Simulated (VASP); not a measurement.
A run of VASP 6.6.1 is set up as follows.

Contents of INCAR:

```
SYSTEM = Fe
PREC = Accurate ; ENCUT = 520
EDIFF = 1E-8 ; ISMEAR = -1
SIGMA = 0.08 ; LREAL = .False.
LASPH = .True. ; NELM = 60
ALGO = Normal ; ISIF = 2
LWAVE = .False. ; LCHARG = .False.
LEFG = .True. ; NBANDS = 15
```

File KPOINTS:

```
regular mesh
0
Gamma
  17 17 10
  0 0 0
```

Contents of POSCAR:

```
Fe
1.0
    2.4012595311      0.0000000000      0.0000000000
   -1.2006297656      2.0795517550      0.0000000000
    0.0000000000      0.0000000000      3.7900100715
Fe
2
Direct
    0.3333333333      0.6666666667      0.2500000000
    0.6666666667      0.3333333333      0.7500000000
```

Potentials or basis: VASP PAW LDA potentials, release 64 (Fe).

Command:

```sh
$ cat potpaw_LDA.64/Fe/POTCAR > POTCAR
$ mpirun -np 1 vasp_std > vasp.out
```

Q: What does it give for the pressure?

A: 3.0 GPa.

Q: What does it give for the band gap on the k mesh?

A: Zero (bands 8 and 9 overlap by 2.05 eV).

Stress tensor (GPa, compression positive):
```
2.79 0.00 0.00
0.00 2.79 0.00
0.00 0.00 3.52
```

Caveat: the cell stands under pressure; without QUAD_EFG the Cq values of the log hold for a quadrupole moment of 1 mb, not for the nuclei; the run has no spin polarisation, though such a crystal can be magnetic. Spin polarisation is off, so any magnetic state and its effect on volume and gap are missing.
